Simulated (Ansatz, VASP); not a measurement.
## InP in VASP and in Ansatz

INCAR

```
PREC     = Accurate       # precision mode
ENCUT    = 520            # plane-wave cutoff, eV
EDIFF    = 1E-8           # SCF threshold, eV
ISMEAR   = -1             # smearing method
SIGMA    = 0.03           # smearing width, eV
LREAL    = False          # projectors in reciprocal space
LASPH    = True           # aspherical terms in the spheres
NELM     = 60             # most SCF steps
ALGO     = Normal         # electronic algorithm
ISIF     = 2              # what is computed and relaxed
LWAVE    = False          # write WAVECAR
LCHARG   = False          # write CHGCAR
GGA      = PE             # functional
LEFG     = True         
NBANDS   = 16             # bands
```

The input KPOINTS:

```
regular mesh
0
Gamma
  11 11 11
```

File POSCAR:

```
InP
1.0
    0.0000000000      2.8739078358      2.8739078358
    2.8739078358      0.0000000000      2.8739078358
    2.8739078358      2.8739078358      0.0000000000
In P
1 1
Direct
    0.0000000000      0.0000000000      0.0000000000
    0.5000000000      0.5000000000      0.5000000000
```

Input for Ansatz:

```yaml
crystal:
  lattice:
    - [0.0, 2.8739078358, 2.8739078358]
    - [2.8739078358, 0.0, 2.8739078358]
    - [2.8739078358, 2.8739078358, 0.0]
  atoms:
    - { symbol: In, position: [0.0, 0.0, 0.0] }
    - { symbol: P, position: [0.5, 0.5, 0.5] }
kpoints:
  mp_grid: { grid: [11, 11, 11] }
scf:
  occupations: { method: fermi_dirac, width: 0.03 }
hamiltonian:
  xc: pbe
  pseudopotentials: { kind: all_electron, datasets: crystal }
output:
  forces: true
  stress: true
  eigenvalues: true
  efg: { contact_densities: true }
```

Change from the starting cell: volume scaled by 1.02, crystal datasets.

Alike in both runs: task electric field gradients; functional PBE; k mesh 11 × 11 × 11; occupations fermi-dirac, width 0.03 eV; no spin polarisation.

|  | VASP | Ansatz |
| --- | --- | --- |
| version | VASP 6.6.1 | Ansatz 0.2.0 |
| potentials or method | VASP PAW PBE potentials, release 64 (In_d, P), cutoff 520 eV | all-electron PAW with datasets made for the crystal, scalar-relativistic |

```tsv
	VASP	Ansatz	Ansatz less VASP
pressure (GPa)	-6.2	-6.2	+0.03
```

Ansatz ran all-electron here, and VASP with PAW potentials.
